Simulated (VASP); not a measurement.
Runs of VASP 6.6.1 on BaS. The structure is that of space group Fm-3m (No. 225), or close to it. The cells are those of the table. 

```tsv
cell	gap on the mesh (eV)	pressure (GPa)
a = 4.545, b = 4.545, c = 4.478 Å, angles 60.5, 60.5, 59.0°, 2 atoms	1.95	(a)
a = 4.512, b = 4.512, c = 4.478 Å, angles 60.2, 60.2, 59.5°, 2 atoms	1.94	0.0
a = 4.597, b = 4.597, c = 4.478 Å, angles 60.9, 60.9, 58.3°, 2 atoms	(c)	-1.3
a = 4.580, b = 4.580, c = 4.478 Å, angles 60.7, 60.7, 58.5°, 2 atoms	(b)	-1.1
```

Alike in all rows: task single point; level PBEsol; potentials or basis VASP PAW PBE potentials, release 64 (Ba_sv, S); no spin polarisation; k mesh 8 × 8 × 8; cutoff (eV) 520; smearing gaussian 0.05 eV.

Problem. Fill in the values left out.

Solution. (a) -0.6; (b) 1.96; (c) 1.97.

Caveats: the PAW data sets were made with another functional, which shifts forces and pressure a little; spin-orbit coupling is left out, which moves the levels of the heavy elements.

A k mesh can miss the band edges, and the runs leave out spin-orbit coupling on Ba.
